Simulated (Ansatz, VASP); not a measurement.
Two plane-wave programs on P

```
P
1.0
     3.38167    0.00000    0.00000
    -1.69083    2.92861    0.00000
     0.00000    0.00000    5.18985
P
3
Direct
  0.33333 0.66667 0.47469
  0.00000 0.00000 0.76593
  0.00000 0.00000 0.18349
```

Alike in both runs: functional PBE; k mesh 6 × 6 × 4; occupations gaussian, width 0.1 eV; no spin polarisation.

Ansatz relaxed the structure, and its values are those at the end. VASP's run is a single point on that final structure, the one shown.

|  | VASP | Ansatz |
| --- | --- | --- |
| version | VASP 6.6.1 | Ansatz 0.2.0 |
| potentials or method | VASP PAW PBE potentials, release 64 (P), cutoff 520 eV | scalar-relativistic, plane waves, PAW |
| valence electrons in the cell | 15 | 15 |

```tsv
	VASP	Ansatz	Ansatz less VASP
gap on the k mesh at the Fermi level (eV)	none	none	-
pressure (GPa)	-0.2	0.0	+0.20
rms of the force components (eV/Å)	0.012	0.003	-0.0089
```

A gap of «none» marks a metal or a gap that the smearing closes.
